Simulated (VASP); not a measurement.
# CdS (P6_3mc) in VASP: single point with PBE

Aim: the single point of CdS with PBE.

All numbers are computed with VASP 6.6.1; they aren't measurements. Logs are shortened: lines on timing, memory, paths and dates and some standing lists are left out, and cuts for length are marked.

**1. The cell of the first run**

Symmetry: P6_3mc, No. 186, hexagonal system. Conventional cell: a = 4.165 Å, b = 4.165 Å, c = 6.766 Å, α = 90.00°, β = 90.00°, γ = 120.00°. Within 3.4 Å of Cd (site symmetry 3m) lie 4 S at 2.54 to 2.55 Å. Within 3.4 Å of S (site symmetry 3m) lie 4 Cd at 2.54 to 2.55 Å.

**2. Single point, PBE, non-collinear spin, zero start, spin-orbit coupling**

File INCAR:

```
PREC = Accurate
ENCUT = 520
EDIFF = 1E-6
ISMEAR = -1
SIGMA = 0.02
LREAL = F
LASPH = T
NELM = 150
ALGO = Normal
ISIF = 2
LWAVE = F
LCHARG = T
MAGMOM = 0 0 0 0 0 0 0 0 0 0 0 0
LORBIT = 11
LSORBIT = T
GGA_COMPAT = F
LORBMOM = T
GGA = PE
LVHAR = T
NBANDS = 50
```

File KPOINTS:

```
regular mesh
0
Gamma
  6 6 2
```

File POSCAR:

```
CdS
1.0
    4.1646012771      0.0000000000      0.0000000000
   -2.0823006386      3.6066505026      0.0000000000
    0.0000000000      0.0000000000      6.7660104931
Cd S
2 2
Direct
    0.3333333333      0.6666666667     -0.0009631163
    0.6666666667      0.3333333333      0.4990368837
    0.3333333333      0.6666666667      0.3759631163
    0.6666666667      0.3333333333      0.8759631163
```

Potentials or basis: VASP PAW PBE potentials, release 64 (Cd, S).

Run with:

```sh
cat potpaw_PBE.64/Cd/POTCAR potpaw_PBE.64/S/POTCAR > POTCAR
mpirun -np 1 vasp_ncl > vasp.out
```

OUTCAR:

```text
PREC = Accurate
   ENCUT = 520
   EDIFF = 1E-6
   ISMEAR = -1
   LREAL = F
   LASPH = T
   NELM = 150
   ISIF = 2
   LORBIT = 11
   LSORBIT = T
   GGA = PE

 ion  position               nearest neighbor table
   1  0.333  0.667  0.999-   4 2.54   4 2.54   4 2.54   3 2.55
   2  0.667  0.333  0.499-   3 2.54   3 2.54   3 2.54   4 2.55
   3  0.333  0.667  0.376-   2 2.54   2 2.54   2 2.54   1 2.55
   4  0.667  0.333  0.876-   1 2.54   1 2.54   1 2.54   2 2.55

  LATTYP: Found a hexagonal cell.
 ALAT       =     4.1646012771
 C/A-ratio  =     1.6246478457

  Lattice vectors:

 A1 = (   4.1646012771,   0.0000000000,   0.0000000000)
 A2 = (  -2.0823006386,   3.6066505026,   0.0000000000)
 A3 = (   0.0000000000,   0.0000000000,   6.7660104931)

Analysis of symmetry for initial positions (statically):
=====================================================================
 Subroutine PRICEL returns:
 Original cell was already a primitive cell.

 Routine SETGRP: Setting up the symmetry group for a
 hexagonal supercell.

 Subroutine GETGRP returns: Found 12 space group operations
 (whereof  6 operations were pure point group operations)
 out of a pool of 24 trial point group operations.

The static configuration has the point symmetry C_3v.
 The point group associated with its full space group is C_6v.

Analysis of symmetry for dynamics (positions and initial velocities):
=====================================================================
 Subroutine PRICEL returns:
 Original cell was already a primitive cell.

 Routine SETGRP: Setting up the symmetry group for a
 hexagonal supercell.

 Subroutine GETGRP returns: Found 12 space group operations
 (whereof  6 operations were pure point group operations)
 out of a pool of 24 trial point group operations.

The dynamic configuration has the point symmetry C_3v.
 The point group associated with its full space group is C_6v.

Analysis of structural, dynamic, and magnetic symmetry:
=====================================================================
 Subroutine PRICEL returns:
 Original cell was already a primitive cell.

 Routine SETGRP: Setting up the symmetry group for a
 hexagonal supercell.

 Subroutine GETGRP returns: Found 12 space group operations
 (whereof  6 operations were pure point group operations)
 out of a pool of 24 trial point group operations.

The overall configuration has the point symmetry C_3v.
 The point group associated with its full space group is C_6v.

 Subroutine INISYM returns: Found 12 space group operations
 (whereof  6 operations are pure point group operations),
 and found     1 'primitive' translations

----------------------------------------------------------------------------------------

                                     Primitive cell

  volume of cell :     101.6272

  direct lattice vectors                    reciprocal lattice vectors
     4.164601277  0.000000000  0.000000000     0.240119025  0.138632784  0.000000000
    -2.082300639  3.606650503  0.000000000     0.000000000  0.277265568  0.000000000
     0.000000000  0.000000000  6.766010493     0.000000000  0.000000000  0.147797583

  length of vectors
     4.164601277  4.164601277  6.766010493     0.277265568  0.277265568  0.147797583

  position of ions in fractional coordinates (direct lattice)
     0.333333333  0.666666667  0.999036884
     0.666666667  0.333333333  0.499036884
     0.333333333  0.666666667  0.375963116
     0.666666667  0.333333333  0.875963116

  ion indices of the primitive-cell ions
   primitive index   ion index
                 1           1
                 2           2
                 3           3
                 4           4

----------------------------------------------------------------------------------------

 KPOINTS: regular mesh

Automatic generation of k-mesh.
 Grid dimensions read from file:
[... 101 lines left out ...]
  ext. energy  EPLUGINS =         0.00000000
  ---------------------------------------------------
  free energy    TOTEN  =       -12.33866837 eV

  energy without entropy =      -12.33866837  energy(sigma->0) =      -12.33866837

 E-fermi :   1.5456     XC(G=0):  -9.0327

 val. band max:        1.1233487266   @ k =   0.0000   0.0000   0.0000
 cond. band min:       2.2833854570   @ k =   0.0000   0.0000   0.0000
 fundamental gap:      1.1600367304
 Fermi energy:         1.5455858159

 k-point     1 :       0.0000    0.0000    0.0000
  band No.  band energies     occupation
      1     -11.1195      1.00000
      2     -11.1195      1.00000
      3     -10.7104      1.00000
      4     -10.7104      1.00000
      5      -6.8025      1.00000
      6      -6.8025      1.00000
[... 703 lines left out ...]
     47       7.5793      0.00000
     48       7.5793      0.00000
 [bands above 48 left out]

------------------------ aborting loop because EDIFF is reached ----------------------------------------

  FORCE on cell =-STRESS in cart. coord.  units (eV):
  Direction    XX          YY          ZZ          XY          YZ          ZX
  --------------------------------------------------------------------------------------
  -------------------------------------------------------------------------------------
  Total        1.0207265      1.0207265      1.0462197     -0.0000000      0.0000000     -0.0000000
  in kB       16.0919926     16.0919926     16.4938990     -0.0000000      0.0000000     -0.0000000
  external PRESSURE =      16.2259614 kB  Pullay stress =       0.0000000 kB

 VOLUME and BASIS-vectors are now :
 -----------------------------------------------------------------------------
  energy-cutoff  :      520.00
  volume of cell :      101.63
      direct lattice vectors                 reciprocal lattice vectors
     4.164601277  0.000000000  0.000000000     0.240119025  0.138632784  0.000000000
    -2.082300639  3.606650503  0.000000000     0.000000000  0.277265568  0.000000000
     0.000000000  0.000000000  6.766010493     0.000000000  0.000000000  0.147797583

 POSITION                                       TOTAL-FORCE (eV/Angst)
 -----------------------------------------------------------------------------------
     -0.00000      2.40443      6.75949         0.000000     -0.000000      0.003432
      2.08230      1.20222      3.37649        -0.000000      0.000000      0.003432
     -0.00000      2.40443      2.54377         0.000000      0.000000     -0.003432
      2.08230      1.20222      5.92678         0.000000     -0.000000     -0.003432
 -----------------------------------------------------------------------------------
    total drift:                               -0.000000      0.000000     -0.001136

  FREE ENERGIE OF THE ION-ELECTRON SYSTEM (eV)
  ---------------------------------------------------
  free  energy   TOTEN  =       -12.3386683653 eV

  energy  without entropy=      -12.3386683653  energy(sigma->0) =      -12.33866837

 orbital moment (x)

 # of ion     p       d       tot
 ----------------------------------------
  1         0.000   0.000   0.000
  2         0.000  -0.000  -0.000
  3        -0.000   0.000  -0.000
  4        -0.000   0.000  -0.000
 ----------------------------------------
            0.000  -0.000  -0.000

 orbital moment (y)

 # of ion     p       d       tot
 ----------------------------------------
  1        -0.000  -0.000  -0.000
  2         0.000   0.000   0.000
  3         0.000   0.000   0.000
  4        -0.000   0.000  -0.000
 ----------------------------------------
           -0.000  -0.000  -0.000

 orbital moment (z)

 # of ion     p       d       tot
 ----------------------------------------
  1        -0.000  -0.000  -0.000
  2        -0.000  -0.000  -0.000
  3         0.000   0.000   0.000
  4         0.000   0.000   0.000
 ----------------------------------------
           -0.000  -0.000  -0.000

 Spin-Orbit-Coupling matrix elements

 Ion:    1  E_soc:     -0.0562830
 l=   1
     0.0000000    -0.0023863    -0.0024102
    -0.0023863     0.0000000    -0.0023863
    -0.0024102    -0.0023863     0.0000000
 l=   2
     0.0000000    -0.0013911     0.0000000    -0.0013911    -0.0056120
    -0.0013911     0.0000000    -0.0042015    -0.0013793    -0.0013911
     0.0000000    -0.0042015     0.0000000    -0.0042015     0.0000000
    -0.0013911    -0.0013793    -0.0042015     0.0000000    -0.0013911
    -0.0056120    -0.0013911     0.0000000    -0.0013911     0.0000000
 l=   3
     0.0000000     0.0000000     0.0000000     0.0000000     0.0000000     0.0000000     0.0000000
     0.0000000     0.0000000     0.0000000     0.0000000     0.0000000     0.0000000     0.0000000
     0.0000000     0.0000000     0.0000000     0.0000000     0.0000000     0.0000000     0.0000000
     0.0000000     0.0000000     0.0000000     0.0000000     0.0000000     0.0000000     0.0000000
[... 49 lines left out ...]
 l=   2
     0.0000000     0.0000000     0.0000000     0.0000000     0.0000000
     0.0000000     0.0000000     0.0000000     0.0000000     0.0000000
     0.0000000     0.0000000     0.0000000     0.0000000     0.0000000
     0.0000000     0.0000000     0.0000000     0.0000000     0.0000000
     0.0000000     0.0000000     0.0000000     0.0000000     0.0000000
 l=   3
     0.0000000     0.0000000     0.0000000     0.0000000     0.0000000     0.0000000     0.0000000
     0.0000000     0.0000000     0.0000000     0.0000000     0.0000000     0.0000000     0.0000000
     0.0000000     0.0000000     0.0000000     0.0000000     0.0000000     0.0000000     0.0000000
     0.0000000     0.0000000     0.0000000     0.0000000     0.0000000     0.0000000     0.0000000
     0.0000000     0.0000000     0.0000000     0.0000000     0.0000000     0.0000000     0.0000000
     0.0000000     0.0000000     0.0000000     0.0000000     0.0000000     0.0000000     0.0000000
     0.0000000     0.0000000     0.0000000     0.0000000     0.0000000     0.0000000     0.0000000

 total charge

# of ion       s       p       d       tot
------------------------------------------
    1        0.420   0.313   9.565  10.298
    2        0.420   0.313   9.565  10.298
    3        1.323   2.395   0.000   3.718
    4        1.323   2.395   0.000   3.718
--------------------------------------------------
tot          3.486   5.416  19.130  28.033

 magnetization (x)

# of ion       s       p       d       tot
------------------------------------------
    1        0.000  -0.000   0.000   0.000
    2       -0.000  -0.000  -0.000  -0.000
    3        0.000   0.000   0.000   0.000
    4       -0.000  -0.000   0.000  -0.000
--------------------------------------------------
tot         -0.000  -0.000   0.000  -0.000

 magnetization (y)

# of ion       s       p       d       tot
------------------------------------------
    1        0.000   0.000   0.000   0.000
    2        0.000   0.000   0.000   0.000
    3        0.000   0.000   0.000   0.000
    4       -0.000   0.000   0.000  -0.000
--------------------------------------------------
tot         -0.000   0.000   0.000   0.000

 magnetization (z)

# of ion       s       p       d       tot
------------------------------------------
    1        0.000  -0.000   0.000   0.000
    2        0.000  -0.000   0.000  -0.000
    3       -0.000   0.000   0.000   0.000
    4       -0.000   0.000   0.000   0.000
--------------------------------------------------
tot          0.000  -0.000   0.000  -0.000
```

It took 4.4 min on 1 thread of AMD EPYC, shared host; peak memory 0.42 GiB.

What came out:

```
Free energy                                           : -12.3387 eV
Pressure                                              : 1.6 GPa
Largest force                                         : 0.003 eV/Å
Net moment                                            : 0.00 μB per cell
Valence electrons inside the program's atomic spheres : Cd 10.30; S 3.72
```

Forces in eV/Å, atoms in the order of the input:
```
Cd   0.000  0.000  0.003
Cd   0.000  0.000  0.003
S    0.000  0.000 -0.003
S    0.000  0.000 -0.003
```

Moments on the atoms (μB; x, y, z):
```
Cd  0.00 0.00 0.00
Cd  0.00 0.00 0.00
S   0.00 0.00 0.00
S   0.00 0.00 0.00
```

Caveat: the k points lie up to 0.46 Å⁻¹ apart.
